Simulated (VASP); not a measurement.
Crystal: La.

```
La
1.0
     3.77000    0.00000    0.00000
    -1.88500    3.26492    0.00000
     0.00000    0.00000   12.15900
La
4
Direct
  0.66667 0.33333 0.25000
  0.33333 0.66667 0.75000
  0.00000 0.00000 0.50000
  0.00000 0.00000 0.00000
```

```yaml
Program: VASP 6.6.1
Task: relaxation of cell and atoms
Functional: PBEsol
Potentials_or_basis: VASP PAW PBE potentials, release 64 (La)
Cutoff: 600 eV
k_mesh: 8 × 8 × 3
Occupations: fermi-dirac, width 0.05 eV
Spin: no spin polarisation
```

At the start: pressure -2.3 GPa; volume 37.42 Å³/atom.

Task: How do energy, volume and symmetry change on relaxing?

Result: Over 6 steps the energy falls by 25.0 meV/atom and the volume is 34.05 Å³/atom (-9.0 %); space group P6_3/mmc (No. 194, to 0.1 Å) before and after.

Step by step:
| step | energy change (eV) | largest force (eV/Å) | pressure (GPa) | volume (Å³) |
| --- | --- | --- | --- | --- |
| 1 | 0.0000 | 0.0000 | -2.26 | 149.66 |
| 2 | -0.0966 | 0.0000 | -0.43 | 138.53 |
| 3 | -0.0987 | 0.0000 | -0.03 | 136.46 |
| 4 | -0.0998 | 0.0000 | -0.02 | 136.21 |
| 5 | -0.0995 | 0.0000 | 0.11 | 135.70 |
| 6 | -0.0999 | 0.0000 | 0.02 | 136.18 |

Final structure:
```yaml
crystal:
  lattice:
    - [3.65638, 0.00000, 0.00000]
    - [-1.82819, 3.16652, 0.00000]
    - [0.00000, 0.00000, 11.76214]
  atoms:
    - { symbol: La, position: [0.66667, 0.33333, 0.25000] }
    - { symbol: La, position: [0.33333, 0.66667, 0.75000] }
    - { symbol: La, position: [0.00000, 0.00000, 0.50000] }
    - { symbol: La, position: [0.00000, 0.00000, 0.00000] }
```

Caveat: the PAW data sets were made with another functional, which shifts forces and pressure a little.
